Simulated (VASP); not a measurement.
# Zr2PbO (P-3m1) in VASP: further runs, part 2 of 2

VASP 6.6.1.

### Step 4. Relaxation of cell and atoms, PBE

Contents of INCAR:

```
ALGO = Normal ; EDIFF = 1E-7
EDIFFG = -0.04 ; ENCUT = 600
GGA = PE ; IBRION = 2
ISIF = 3 ; ISMEAR = 0
LASPH = T ; LCHARG = F
LREAL = F ; LWAVE = F
NELM = 60 ; NSW = 90
PREC = Accurate ; SIGMA = 0.1
```

Contents of KPOINTS:

```
k-points
0
Gamma
  6 6 4
```

Contents of POSCAR:

```
Zr2PbO
1.0
    4.5897955400      0.0000000000      0.0000000000
   -2.2948977700      3.9748795400      0.0000000000
    0.0000000000      0.0000000000      4.0011919400
Zr Pb O
2 1 1
Direct
    0.3333333300      0.6666666700      0.4540204600
    0.6666666700      0.3333333300      0.5459795400
    0.0000000000      0.0000000000      0.5000000000
    0.0000000000      0.0000000000      0.0000000000
```

The run is started by

```bash
> cat potpaw_PBE.64/Zr_sv/POTCAR potpaw_PBE.64/Pb_d/POTCAR potpaw_PBE.64/O/POTCAR > POTCAR
> mpirun -np 1 vasp_std > vasp.out
```

It took 15 min on 1 thread of Intel Xeon 6975P-C (Granite Rapids), shared host; peak memory 0.27 GiB.

Results (log left out):

- Free energy: -29.2985 eV
- Relaxed volume: 17.99 Å³/atom
- Relaxed cell: a = 3.565 Å, b = 3.565 Å, c = 6.540 Å, α = 90.00°, β = 90.00°, γ = 120.00°
- Space group after relaxing (to 0.05 Å): P-3m1 (No. 164)
- Energy gained by relaxing: 2789.9 meV/atom
- Ionic steps: 44
- Pressure after relaxing: 0.0 GPa
- Largest force after relaxing: 0.016 eV/Å
- Band gap on the k mesh: zero (band 22 reaches 10.60 eV, above the bottom of band 23 at 9.02 eV)

Forces in eV/Å, atoms in the order of the input:
```
Zr   0.000  0.000  0.016
Zr   0.000  0.000 -0.016
Pb   0.000  0.000  0.000
O    0.000  0.000  0.000
```

The path:
```csv
step,energy change (eV),largest force (eV/Å),pressure (GPa),volume (Å³)
1,0.0000,1.1797,51.58,73.00
3,-4.1335,0.9439,-1.13,108.20
5,-4.1390,0.9870,0.02,106.27
7,-4.5672,1.2339,-1.88,107.08
9,-5.8416,0.2550,-14.11,109.57
11,-6.2080,0.2497,-15.37,110.03
13,-6.2659,0.0573,-15.08,110.11
15,-6.3249,0.1844,-14.88,109.63
17,-6.4772,0.8921,-13.45,107.46
19,-6.7194,0.9318,-13.07,104.93
21,-7.6808,0.9522,-10.19,94.05
23,-8.4090,0.0883,2.08,77.72
25,-8.5855,0.0673,1.05,78.00
27,-9.6700,2.7437,10.50,70.27
29,-9.5816,3.5719,15.30,68.31
31,-10.0088,3.4860,9.15,69.56
33,-10.0355,3.4475,5.36,70.18
35,-10.5336,2.5887,-0.63,72.56
37,-10.8861,1.0800,-7.32,76.84
39,-11.0618,0.1327,-0.41,72.99
41,-11.1583,0.0705,0.94,71.51
43,-11.1596,0.0031,-0.32,72.11
44,-11.1598,0.0158,-0.02,71.97
```

Final structure:
```
CELL_PARAMETERS angstrom
3.56470 0.00000 0.00000
-1.78235 3.08712 0.00000
0.00000 0.00000 6.54022
ATOMIC_POSITIONS crystal
Zr 0.33333 0.66667 0.16183
Zr 0.66667 0.33333 0.83817
Pb 0.00000 0.00000 0.50000
O 0.00000 0.00000 0.00000
```

Levels at points of the mesh, in eV from the Fermi level:
```
           k point  band 19  band 20  band 21  band 22  band 23  band 24  band 25  band 26
(0.00, 0.00, 0.00)    -1.73    -0.47    -0.47     0.04     0.34     1.83     1.92     1.92
(0.50, 0.00, 0.00)    -3.88    -2.00    -1.12     0.05     0.66     1.27     2.69     2.80
(0.00, 0.00, 0.50)    -3.66    -0.82    -0.82     0.30     1.52     2.03     2.03     2.85
(0.50, 0.00, 0.50)    -3.98    -2.43    -1.29    -0.01     0.72     1.09     2.10     2.98
```

Caveat: the k points lie up to 0.34 Å⁻¹ apart in the final cell; spin-orbit coupling is left out, which moves the levels of the heavy elements.

### Step 5. Single point, PBE, collinear spin, ferromagnetic start

This run uses another cell than the first one, of 18.75 Å³/atom, 1.028 times its volume.

Contents of INCAR:

```
PREC = Accurate
ENCUT = 520
EDIFF = 1E-7
ISMEAR = 0
SIGMA = 0.1
LREAL = F
LASPH = T
NELM = 150
ALGO = Normal
ISIF = 2
LWAVE = F
LCHARG = F
ISPIN = 2
MAGMOM = 1 1 0 0
LORBIT = 11
LMAXMIX = 4
GGA = PE
NBANDS = 34
```

Contents of KPOINTS:

```
Automatic mesh
0
Gamma
  6 6 4
```

Contents of POSCAR:

```
Zr2PbO
1.0
    3.4891712707      0.0000000000      0.0000000000
   -1.7445856353      3.0217109585      0.0000000000
    0.0000000000      0.0000000000      7.1147767146
Zr Pb O
2 1 1
Direct
    0.3333333333      0.6666666667      0.1568838407
    0.6666666667      0.3333333333      0.8431161593
    0.0000000000      0.0000000000      0.5000000000
    0.0000000000      0.0000000000      0.0000000000
```

The run is started by

```bash
> cat potpaw_PBE.64/Zr_sv/POTCAR potpaw_PBE.64/Pb_d/POTCAR potpaw_PBE.64/O/POTCAR > POTCAR
> mpirun -np 1 vasp_std > vasp.out
```

Run time: 65 s. Hardware: 1 thread of Intel Xeon 6975P-C (Granite Rapids), shared host; peak memory 0.28 GiB.

It converged, with:

| Quantity | Value |
| --- | --- |
| Free energy | -30.1431 eV |
| Pressure | 0.1 GPa |
| Largest force | 0.054 eV/Å |
| Band gap on the k mesh | zero (filled and empty bands overlap) |
| Net moment | 0.00 μB per cell |
| Valence electrons inside the program's atomic spheres | Zr 9.82; Pb 12.12; O 5.00 |

Forces on the atoms (eV/Å):
```
Zr   0.000  0.000  0.054
Zr   0.000  0.000 -0.054
Pb   0.000  0.000  0.000
O    0.000  0.000  0.000
```

Stress tensor (GPa, compression positive):
```
0.05 0.00 0.00
0.00 0.05 0.00
0.00 0.00 0.32
```

Levels at points of the mesh, in eV from the Fermi level:
Spin up:
| k point | band 19 | band 20 | band 21 | band 22 | band 23 | band 24 | band 25 | band 26 |
| --- | --- | --- | --- | --- | --- | --- | --- | --- |
| (0.00, 0.00, 0.00) | -2.85 | -0.81 | -0.46 | -0.46 | 0.06 | 1.25 | 1.73 | 1.73 |
| (0.50, 0.00, 0.00) | -4.00 | -2.29 | -1.63 | 0.10 | 0.53 | 0.76 | 2.40 | 2.55 |
| (0.00, 0.00, 0.50) | -4.15 | -0.63 | -0.63 | 0.02 | 0.71 | 1.73 | 1.73 | 2.15 |
| (0.50, 0.00, 0.50) | -4.10 | -2.70 | -1.57 | -0.23 | 1.11 | 1.26 | 1.68 | 2.09 |
Spin down:
```tsv
k point	band 18	band 19	band 20	band 21	band 22	band 23	band 24	band 25	band 26	band 27
(0.00, 0.00, 0.00)	-7.07	-2.85	-0.81	-0.46	-0.46	0.06	1.25	1.73	1.73	1.97
(0.50, 0.00, 0.00)	-6.33	-4.00	-2.29	-1.63	0.10	0.53	0.76	2.40	2.55	2.83
(0.00, 0.00, 0.50)	-7.07	-4.15	-0.63	-0.63	0.02	0.71	1.73	1.73	2.15	2.42
(0.50, 0.00, 0.50)	-6.24	-4.10	-2.70	-1.57	-0.23	1.11	1.26	1.68	2.09	2.51
```

Caveat: spin-orbit coupling is left out, which moves the levels of the heavy elements.

### Step 6. Single point, PBE

This run uses another cell than the first one, of 18.42 Å³/atom, 1.009 times its volume.

Contents of INCAR:

```
SYSTEM = Zr2PbO
  PREC = Accurate
  ENCUT = 520
  EDIFF = 1E-6
  ISMEAR = 0
  SIGMA = 0.1
  LREAL = .False.
  LASPH = .True.
  NELM = 80
  ALGO = Normal
  ISIF = 2
  LWAVE = .False.
  LCHARG = .False.
  GGA = PE
  NBANDS = 30
```

Contents of KPOINTS:

```
regular mesh
0
Gamma
  18 18 8
  0 0 0
```

Contents of POSCAR:

```
Zr2PbO
1.0
    3.3265913454      0.0000000000      0.0000000000
   -1.6632956727      2.8809126132      0.0000000000
    0.0000000000      0.0000000000      7.6891996760
Zr Pb O
2 1 1
Direct
    0.3333333333      0.6666666667      0.1688418804
    0.6666666667      0.3333333333      0.8311581196
    0.0000000000      0.0000000000      0.5000000000
    0.0000000000      0.0000000000      0.0000000000
```

Potentials or basis: VASP PAW PBE potentials, release 64 (Zr_sv, Pb_d, O).

The run is started by

```bash
> cat potpaw_PBE.64/Zr_sv/POTCAR potpaw_PBE.64/Pb_d/POTCAR potpaw_PBE.64/O/POTCAR > POTCAR
> mpirun -np 1 vasp_std > vasp.out
```

OUTCAR:

```text
SYSTEM = Zr2PbO
   PREC = Accurate
   ENCUT = 520
   EDIFF = 1E-6
   ISMEAR = 0
   LREAL = .False.
   LASPH = .True.
   NELM = 80
   ISIF = 2
   GGA = PE

 ion  position               nearest neighbor table
   1  0.333  0.667  0.169-   4 2.32   4 2.32   4 2.32   3 3.19   3 3.19   3 3.19   2 3.23   2 3.23
                             2 3.23
   2  0.667  0.333  0.831-   4 2.32   4 2.32   4 2.32   3 3.19   3 3.19   3 3.19   1 3.23   1 3.23
                             1 3.23
   3  0.000  0.000  0.500-   1 3.19   2 3.19   2 3.19   1 3.19   2 3.19   1 3.19
[... 997 lines left out ...]
  -------------------------------------------------------------------------------------
  Total        0.0362767      0.0362767      0.0374936      0.0000000      0.0000000      0.0000000
  in kB        0.7887288      0.7887288      0.8151876      0.0000000      0.0000000      0.0000000
  external PRESSURE =       0.7975484 kB  Pullay stress =       0.0000000 kB

 VOLUME and BASIS-vectors are now :
 -----------------------------------------------------------------------------
  energy-cutoff  :      520.00
  volume of cell :       73.69
      direct lattice vectors                 reciprocal lattice vectors
     3.326591345  0.000000000  0.000000000     0.300608009  0.173556115  0.000000000
    -1.663295673  2.880912613  0.000000000     0.000000000  0.347112229  0.000000000
     0.000000000  0.000000000  7.689199676     0.000000000  0.000000000  0.130052547

 POSITION                                       TOTAL-FORCE (eV/Angst)
 -----------------------------------------------------------------------------------
     -0.00000      1.92061      1.29826         0.000000     -0.000000      0.014670
      1.66330      0.96030      6.39094        -0.000000      0.000000     -0.014670
      0.00000      0.00000      3.84460        -0.000000      0.000000      0.000000
      0.00000      0.00000      0.00000        -0.000000      0.000000      0.000000
 -----------------------------------------------------------------------------------
    total drift:                                0.000000     -0.000000      0.000000

  FREE ENERGIE OF THE ION-ELECTRON SYSTEM (eV)
  ---------------------------------------------------
  free  energy   TOTEN  =       -30.2212859482 eV

  energy  without entropy=      -30.2055992891  energy(sigma->0) =      -30.21344262
```

Wall time 4.1 min (1 thread of Intel Xeon 6975P-C (Granite Rapids), shared host); peak memory 0.63 GiB.

What came out:

* Free energy: -30.2213 eV
* Pressure: 0.1 GPa
* Largest force: 0.015 eV/Å
* Band gap on the k mesh: zero (band 22 reaches 10.52 eV, above the bottom of band 23 at 9.38 eV)

Forces in eV/Å, atoms in the order of the input:
```
Zr   0.000  0.000  0.015
Zr   0.000  0.000 -0.015
Pb   0.000  0.000  0.000
O    0.000  0.000  0.000
```

Caveat: spin-orbit coupling is left out, which moves the levels of the heavy elements.

### Step 7. The runs side by side

| task | spin | cell | k mesh | cutoff (eV) | gap on the mesh (eV) | pressure (GPa) | largest force (eV/Å) |
| --- | --- | --- | --- | --- | --- | --- | --- |
| single point | off | a = 4.590, b = 4.590, c = 4.001 Å, angles 90.0, 90.0, 120.0°, 4 atoms | 6 × 6 × 4 | 520 | none | 51.6 | 1.18 |
| single point | off | a = 3.489, b = 3.489, c = 7.115 Å, angles 90.0, 90.0, 120.0°, 4 atoms | 6 × 6 × 4 | 520 | none | 0.1 | 0.05 |
| relaxation of cell and atoms | off | relaxed from a = 4.590, b = 4.590, c = 4.001 Å, angles 90.0, 90.0, 120.0°, 4 atoms | 6 × 6 × 4 | 600 | none | 0.0 | 0.02 |
| single point | collinear, ferromagnetic start | a = 3.489, b = 3.489, c = 7.115 Å, angles 90.0, 90.0, 120.0°, 4 atoms | 6 × 6 × 4 | 520 | none | 0.1 | 0.05 |
| single point | off | a = 3.327, b = 3.327, c = 7.689 Å, angles 90.0, 90.0, 120.0°, 4 atoms | 18 × 18 × 8 | 520 | none | 0.1 | 0.01 |

Alike in all rows: level PBE; potentials or basis VASP PAW PBE potentials, release 64 (Zr_sv, Pb_d, O); smearing gaussian 0.1 eV.

Caveats: some runs use coarse meshes; spin-orbit coupling is left out, which moves the levels of the heavy elements; forces of over 1 eV/Å act on the atoms, so gaps and moduli don't describe the material at rest (some runs).

Absolute energies hang on the potentials; compare differences alone.
